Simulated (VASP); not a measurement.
A run of VASP 6.6.1 is set up as follows.

File INCAR:

```
SYSTEM = Zn
PREC = Accurate ; ENCUT = 520
EDIFF = 1E-6 ; ISMEAR = -1
SIGMA = 0.1 ; LREAL = .False.
LASPH = .True. ; NELM = 100
ALGO = Normal ; ISIF = 2
LWAVE = .False. ; LCHARG = .False.
GGA = PE ; NBANDS = 25
```

Contents of KPOINTS:

```
Automatic mesh
0
Gamma
  9 9 12
  0 0 0
```

File POSCAR:

```
Zn
1.0
    4.3324217750      0.0000000000      0.0000000000
   -2.1662108875      3.7519873170      0.0000000000
    0.0000000000      0.0000000000      2.6417467203
Zn
3
Direct
    0.0000000000      0.0000000000      0.0000000000
    0.3333333333      0.6666666667      0.5000000000
    0.6666666667      0.3333333333      0.5000000000
```

Potentials or basis: VASP PAW PBE potentials, release 64 (Zn).

Launch:

```bash
$ cat potpaw_PBE.64/Zn/POTCAR > POTCAR
$ mpirun -np 1 vasp_std > vasp.out
```

Q: Predict the pressure.

A: 7.0 GPa.

Q: Predict the band gap on the k mesh.

A: Zero (bands 18 and 19 overlap by 5.33 eV).

Caveat: the cell stands under pressure.
